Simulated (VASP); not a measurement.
# Pd (Fm-3m) in VASP: a series of runs

Pd is run at these levels: LDA, PBE; tasks: single point.

All numbers are computed with VASP 6.6.1; they aren't measurements. Logs are shortened: lines on timing, memory, paths and dates and some standing lists are left out, and cuts for length are marked.

### Step 1. The cell of the first run

The structure is cubic, space group Fm-3m (No. 225). Conventional cell: a = 3.890 Å, b = 3.890 Å, c = 3.890 Å, α = 90.00°, β = 90.00°, γ = 90.00°. Within 3.6 Å of Pd (site symmetry m-3m) lie 12 Pd at 2.75 Å.

### Step 2. Single point, LDA

INCAR reads:

```
PREC     = Accurate       # precision mode
ENCUT    = 520            # plane-wave cutoff, eV
EDIFF    = 1E-6           # SCF threshold, eV
ISMEAR   = -1             # smearing method
SIGMA    = 0.05           # smearing width, eV
LREAL    = F              # projectors in reciprocal space
LASPH    = T              # aspherical terms in the spheres
NELM     = 60             # most SCF steps
ALGO     = Normal         # electronic algorithm
ISIF     = 2              # what is computed and relaxed
LWAVE    = F              # write WAVECAR
LCHARG   = F              # write CHGCAR
NBANDS   = 11             # bands
```

KPOINTS reads:

```
regular mesh
0
Gamma
  18 18 18
```

POSCAR reads:

```
Pd
1.0
    0.0000000000      1.9449000000      1.9449000000
    1.9449000000      0.0000000000      1.9449000000
    1.9449000000      1.9449000000      0.0000000000
Pd
1
Direct
    0.0000000000      0.0000000000      0.0000000000
```

Potentials or basis: VASP PAW LDA potentials, release 64 (Pd).

Started as:

```sh
cat potpaw_LDA.64/Pd/POTCAR > POTCAR
mpirun -np 1 vasp_std > vasp.out
```

OUTCAR:

```text
PREC = Accurate
   ENCUT = 520
   EDIFF = 1E-6
   ISMEAR = -1
   LREAL = F
   LASPH = T
   NELM = 60
   ISIF = 2

 ion  position               nearest neighbor table
   1  0.000  0.000  0.000-

  LATTYP: Found a face centered cubic cell.
 ALAT       =     3.8898000000

  Lattice vectors:

 A1 = (   0.0000000000,   1.9449000000,   1.9449000000)
 A2 = (   1.9449000000,   0.0000000000,   1.9449000000)
 A3 = (   1.9449000000,   1.9449000000,   0.0000000000)

Analysis of symmetry for initial positions (statically):
=====================================================================
 Subroutine PRICEL returns:
 Original cell was already a primitive cell.

 Routine SETGRP: Setting up the symmetry group for a
 face centered cubic supercell.

 Subroutine GETGRP returns: Found 48 space group operations
 (whereof 48 operations were pure point group operations)
 out of a pool of 48 trial point group operations.

The static configuration has the point symmetry O_h .

Analysis of symmetry for dynamics (positions and initial velocities):
=====================================================================
 Subroutine PRICEL returns:
 Original cell was already a primitive cell.

 Routine SETGRP: Setting up the symmetry group for a
 face centered cubic supercell.

 Subroutine GETGRP returns: Found 48 space group operations
 (whereof 48 operations were pure point group operations)
 out of a pool of 48 trial point group operations.

The dynamic configuration has the point symmetry O_h .

 Subroutine INISYM returns: Found 48 space group operations
 (whereof 48 operations are pure point group operations),
 and found     1 'primitive' translations

----------------------------------------------------------------------------------------

                                     Primitive cell

  volume of cell :      14.7137

  direct lattice vectors                    reciprocal lattice vectors
     0.000000000  1.944900000  1.944900000    -0.257082626  0.257082626  0.257082626
     1.944900000  0.000000000  1.944900000     0.257082626 -0.257082626  0.257082626
     1.944900000  1.944900000  0.000000000     0.257082626  0.257082626 -0.257082626

  length of vectors
     2.750503957  2.750503957  2.750503957     0.445280171  0.445280171  0.445280171

  position of ions in fractional coordinates (direct lattice)
     0.000000000  0.000000000  0.000000000

  ion indices of the primitive-cell ions
   primitive index   ion index
                 1           1

----------------------------------------------------------------------------------------

 KPOINTS: regular mesh

Automatic generation of k-mesh.
 Grid dimensions read from file:
 generate k-points for:   18   18   18

 Generating k-lattice:

  Cartesian coordinates                     Fractional coordinates (reciprocal lattice)
    -0.014282368  0.014282368  0.014282368     0.055555556  0.000000000  0.000000000
     0.014282368 -0.014282368  0.014282368     0.000000000  0.055555556  0.000000000
     0.014282368  0.014282368 -0.014282368     0.000000000  0.000000000  0.055555556

  Length of vectors
     0.024737787  0.024737787  0.024737787

  Shift w.r.t. Gamma in fractional coordinates (k-lattice)
     0.000000000  0.000000000  0.000000000

 Subroutine IBZKPT returns following result:
 ===========================================

 Found    195 irreducible k-points:

 Following reciprocal coordinates:
            Coordinates               Weight
  0.000000  0.000000  0.000000      1.000000
  0.055556  0.000000  0.000000      8.000000
  0.111111  0.000000  0.000000      8.000000
  0.166667  0.000000  0.000000      8.000000
  0.222222  0.000000  0.000000      8.000000
  0.277778  0.000000  0.000000      8.000000
[... 16 lines left out ...]
 -0.277778  0.055556  0.000000     24.000000
 -0.222222  0.055556  0.000000     24.000000
 [... further k-points ...]
   k-points           NKPTS =    195   k-points in BZ     NKDIM =    195   number of bands    NBANDS=     11
   number of dos      NEDOS =    301   number of ions     NIONS =      1
   total plane-waves  NPLWV =   8000
   dimension x,y,z NGX =    20 NGY =   20 NGZ =   20
   dimension x,y,z NGXF=    40 NGYF=   40 NGZF=   40
   ions per type =               1
   NGX,Y,Z   is equivalent  to a cutoff of  12.09, 12.09, 12.09 a.u.
   NGXF,Y,Z  is equivalent  to a cutoff of  24.18, 24.18, 24.18 a.u.
 SYSTEM =  unknown system
   PREC   = accura    normal or accurate (medium, high low for compatibility)
   ISTART =      0    job   : 0-new  1-cont  2-samecut
   ICHARG =      2    charge: 1-file 2-atom 10-const
   ISPIN  =      1    spin polarized calculation?
   LNONCOLLINEAR =      F non collinear calculations
   LSORBIT =      F    spin-orbit coupling
   LASPH  =      T    aspherical Exc in radial PAW
   ENCUT  =  520.0 eV  38.22 Ry    6.18 a.u.   5.11  5.11  5.11*2*pi/ulx,y,z
   NELM   =     60;   NELMIN=  2; NELMDL= -5     # of ELM steps
   EDIFF  = 0.1E-05   stopping-criterion for ELM
   LREAL  =      F    real-space projection
   EDIFFG = 0.1E-04   stopping-criterion for IOM
   NSW    =      0    number of steps for IOM
   IBRION =     -1    ionic relax: 0-MD 1-quasi-New 2-CG
   NFREE  =      0    steps in history (QN), initial steepest desc. (CG)
   ISIF   =      2    stress and relaxation
   ISYM   =      2    0-nonsym 1-usesym 2-fastsym
   POTIM  = 0.5000    time-step for ionic-motion
   TEBEG  =    0.0;   TEEND  =   0.0 temperature during run
   PSTRESS=    0.0 pullay stress
   NELECT =      10.0000    total number of electrons
   NUPDOWN=      -1.0000    fix difference up-down
   EMIN   =  10.00;   EMAX   =-10.00  energy-range for DOS
   EFERMI =   0.00;   METHOD = LEGACY
   ISMEAR =    -1;   SIGMA  =   0.05  broadening in eV -4-tet -1-fermi 0-gaus
   EFERMI_NEDOS =   21; number of points for ismear=-14 and -15
   IALGO  =     38    algorithm
   IMIX   =      4    mixing-type and parameters
     AMIX     =   0.40;   BMIX     =  1.00
     AMIX_MAG =   1.60;   BMIX_MAG =  1.00
  volume/ion in A,a.u.               =      14.71        99.29
  Fermi-wavevector in a.u.,A,eV,Ry     =   1.439354  2.719984 28.187725  2.071739
  Thomas-Fermi vector in A             =   2.558219
   LORBIT       =      0    0 simple, 1 ext, 2 COOP (PROOUT), +10 PAW based schemes
   GGA     = CA    functional components
   LHFCALC =     F    Hartree Fock is set to
   AEXX    =    0.0000 exact exchange contribution
   IVDW    =     0    specifies the selected vdW correction
   LEPSILON=     F    determine dielectric tensor
   LRPA    =     F    only Hartree local field effects (RPA)
 non-spin polarized calculation
  energy-cutoff  :      520.00
  volume of cell :       14.71
 maximum number of plane-waves:       411
   NGX = 11   NGY = 11   NGZ = 11

 number of electron      10.0000000 magnetization

 Free energy of the ion-electron system (eV)
  ---------------------------------------------------
  ext. energy  EPLUGINS =         0.00000000
  ---------------------------------------------------
  free energy    TOTEN  =        -6.49338760 eV

  energy without entropy =       -6.47528558  energy(sigma->0) =       -6.48433659

 E-fermi :   9.6391     XC(G=0): -13.5323

 val. band max:        9.6365998009   @ k =   0.5000   0.1111   0.0000
 cond. band min:       9.6400399871   @ k =   0.4444   0.1667   0.0000
 fundamental gap:      0.0034401862
 Fermi energy:         9.6390511107

 k-point     1 :       0.0000    0.0000    0.0000
  band No.  band energies     occupation
      1       2.3776      2.00000
      2       6.7515      2.00000
      3       6.7515      2.00000
      4       6.7515      2.00000
      5       8.4047      2.00000
      6       8.4047      2.00000
      7      26.7679      0.00000
      8      31.4998      0.00000
      9      31.4998      0.00000
     10      31.4998      0.00000
     11      35.4002      0.00000

 k-point     2 :       0.0556    0.0000    0.0000
  band No.  band energies     occupation
      1       2.4904      2.00000
      2       6.7107      2.00000
      3       6.7912      2.00000
      4       6.7912      2.00000
      5       8.3852      2.00000
      6       8.3852      2.00000
      7      26.8912      0.00000
      8      30.7564      0.00000
      9      31.6314      0.00000
     10      31.6314      0.00000
     11      35.4288      0.00000

 k-point     3 :       0.1111    0.0000    0.0000
  band No.  band energies     occupation
      1       2.8165      2.00000
      2       6.6088      2.00000
      3       6.8952      2.00000
      4       6.8952      2.00000
      5       8.3444      2.00000
      6       8.3444      2.00000
      7      27.1685      0.00000
      8      29.2357      0.00000
      9      32.0052      0.00000
     10      32.0052      0.00000
     11      35.4546      0.00000

 k-point     4 :       0.1667    0.0000    0.0000
  band No.  band energies     occupation
      1       3.3089      2.00000
      2       6.5128      2.00000
      3       7.0125      2.00000
      4       7.0125      2.00000
      5       8.3373      2.00000
      6       8.3373      2.00000
      7      26.8538      0.00000
      8      28.0814      0.00000
      9      32.5479      0.00000
     10      32.5479      0.00000
     11      35.6265      0.00000
[... 239 lines left out ...]
 k-point    22 :      -0.3333    0.0556    0.0000
  band No.  band energies     occupation
      1       4.4390      2.00000
      2       6.8458      2.00000
      3       6.9303      2.00000
      4       7.8779      2.00000
      5       8.9273      2.00000
      6       9.6529      0.86206
      7      20.4312      0.00000
      8      26.9267      0.00000
      9      30.6243      0.00000
     10      32.6843      0.00000
     11      35.4258      0.00000

 k-point    23 :      -0.2778    0.0556    0.0000
  band No.  band energies     occupation
      1       4.3911      2.00000
      2       6.8988      2.00000
      3       7.0424      2.00000
      4       7.1179      2.00000
      5       8.5671      2.00000
      6       9.1769      1.99981
      7      22.4720      0.00000
      8      27.4364      0.00000
      9      31.2728      0.00000
     10      34.1559      0.00000
     11      34.6957      0.00000

 k-point    24 :      -0.2222    0.0556    0.0000
  band No.  band energies     occupation
      1       4.1002      2.00000
      2       6.5206      2.00000
      3       7.0850      2.00000
      4       7.1197      2.00000
      5       8.2775      2.00000
      6       8.8093      2.00000
      7      24.5208      0.00000
      8      27.8456      0.00000
      9      31.7468      0.00000
     10      34.1290      0.00000
     11      34.5446      0.00000

 [... further k-points ...]

------------------------ aborting loop because EDIFF is reached ----------------------------------------

  FORCE on cell =-STRESS in cart. coord.  units (eV):
  Direction    XX          YY          ZZ          XY          YZ          ZX
  --------------------------------------------------------------------------------------
  -------------------------------------------------------------------------------------
  Total       -0.7131180     -0.7131180     -0.7131180      0.0000000      0.0000000      0.0000000
  in kB      -77.6515558    -77.6515558    -77.6515558      0.0000000      0.0000000      0.0000000
  external PRESSURE =     -77.6515558 kB  Pullay stress =       0.0000000 kB

 VOLUME and BASIS-vectors are now :
 -----------------------------------------------------------------------------
  energy-cutoff  :      520.00
  volume of cell :       14.71
      direct lattice vectors                 reciprocal lattice vectors
     0.000000000  1.944900000  1.944900000    -0.257082626  0.257082626  0.257082626
     1.944900000  0.000000000  1.944900000     0.257082626 -0.257082626  0.257082626
     1.944900000  1.944900000  0.000000000     0.257082626  0.257082626 -0.257082626

 POSITION                                       TOTAL-FORCE (eV/Angst)
 -----------------------------------------------------------------------------------
      0.00000      0.00000      0.00000         0.000000      0.000000     -0.000000
 -----------------------------------------------------------------------------------
    total drift:                                0.000000      0.000000      0.000000

  FREE ENERGIE OF THE ION-ELECTRON SYSTEM (eV)
  ---------------------------------------------------
  free  energy   TOTEN  =        -6.4933875958 eV

  energy  without entropy=       -6.4752855817  energy(sigma->0) =       -6.48433659
```

It took 17 s on 1 thread of Intel Xeon Platinum 8488C (Sapphire Rapids), shared host; peak memory 0.14 GiB.

Results:

```yaml
Free_energy: -6.4934 eV
Pressure: -7.8 GPa
Band_gap_on_the_k_mesh: zero (band 5 reaches 9.93 eV, above the bottom of band 6 at 8.34 eV)
```

Levels at points of the mesh, in eV from the Fermi level:
```tsv
k point	band 3	band 4	band 5	band 6	band 7	band 8
(0.00, 0.00, 0.00)	-2.89	-2.89	-1.23	-1.23	17.13	21.86
(0.50, 0.00, 0.00)	-2.92	-0.02	-0.02	0.93	7.26	16.50
(0.50, 0.50, 0.00)	-0.04	0.29	0.29	3.24	10.73	13.07
```

(Part 1 of 2 ends here.)
